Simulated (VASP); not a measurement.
Here is a VASP 6.6.1 calculation.

File INCAR:

```
SYSTEM = MgGeSb2
ALGO     = Normal         ! electronic algorithm
EDIFF    = 1E-6           ! SCF threshold, eV
ENCUT    = 520            ! plane-wave cutoff, eV
GGA      = PE             ! functional
ISIF     = 2              ! what is computed and relaxed
ISMEAR   = -1             ! smearing method
LASPH    = .True.         ! aspherical terms in the spheres
LCHARG   = .True.         ! write CHGCAR
LELF     = .True.         ! ELF
LREAL    = .False.        ! projectors in reciprocal space
LVHAR    = .True.       
LWAVE    = .False.        ! write WAVECAR
NBANDS   = 21             ! bands
NELM     = 60             ! most SCF steps
PREC     = Accurate       ! precision mode
SIGMA    = 0.02           ! smearing width, eV
```

KPOINTS

```
k-points
0
Gamma
  6 6 4
  0 0 0
```

File POSCAR:

```
MgGeSb2
1.0
    4.5536110972      0.0000000000      0.0000000000
    0.0000000000      4.5536110972      0.0000000000
    0.0000000000      0.0000000000      6.6387121549
Mg Sb Ge
1 2 1
Direct
    0.0000000000      0.0000000000      0.0000000000
    0.0000000000      0.5000000000      0.2589925260
    0.5000000000      0.0000000000      0.7410074740
    0.5000000000      0.5000000000      0.5000000000
```

Potentials or basis: VASP PAW PBE potentials, release 64 (Mg, Sb, Ge_d).

Command:

```console
$ cat potpaw_PBE.64/Mg/POTCAR potpaw_PBE.64/Sb/POTCAR potpaw_PBE.64/Ge_d/POTCAR > POTCAR
$ mpirun -np 1 vasp_std > vasp.out
```

Problem. What does it give for the pressure?

Solution. -1.9 GPa.

Problem. Predict the band gap on the k mesh.

Solution. Zero (bands 13 and 14 overlap by 0.24 eV).

Problem. Estimate the largest force.

Solution. 0.048 eV/Å.

Stress tensor (GPa, compression positive):
```
-1.90  0.00  0.00
 0.00 -1.90  0.00
 0.00  0.00 -2.04
```

Caveat: spin-orbit coupling is left out, which moves the levels of the heavy elements.
